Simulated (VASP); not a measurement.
The system is HfO2.

```
Hf O
1.0
     0.00000    2.54881    2.54881
     2.54881    0.00000    2.54881
     2.54881    2.54881    0.00000
Hf O
1 2
Direct
  0.00000 0.00000 0.00000
  0.25000 0.25000 0.25000
  0.75000 0.75000 0.75000
```

| Item | Value |
| --- | --- |
| Program | VASP 6.6.1 |
| Task | relaxation of cell and atoms |
| Functional | PBE |
| Potentials or basis | VASP PAW PBE potentials, release 64 (Hf_pv, O) |
| Cutoff | 600 eV |
| k mesh | 8 × 8 × 8 |
| Occupations | gaussian, width 0.01 eV |
| Spin | no spin polarisation |

At the start: pressure -3.9 GPa; volume 11.04 Å³/atom.

Task: How do energy, volume and symmetry change on relaxing?

Result: Over 3 steps the energy falls by 2.1 meV/atom and the volume is 10.87 Å³/atom (-1.6 %); space group Fm-3m (No. 225, to 0.05 Å).

The path:
| step | energy change (eV) | largest force (eV/Å) | pressure (GPa) | volume (Å³) |
| --- | --- | --- | --- | --- |
| 1 | 0.0000 | 0.0000 | -3.87 | 33.12 |
| 2 | 0.0073 | 0.0000 | 6.01 | 31.85 |
| 3 | -0.0064 | 0.0000 | -0.01 | 32.60 |

Final structure:
```xyz
3
Lattice="0.0000 2.5354 2.5354 2.5354 0.0000 2.5354 2.5354 2.5354 0.0000" Properties=species:S:1:pos:R:3 pbc="T T T"
Hf    0.0000    0.0000    0.0000
O     1.2677    1.2677    1.2677
O     3.8031    3.8031    3.8031
```
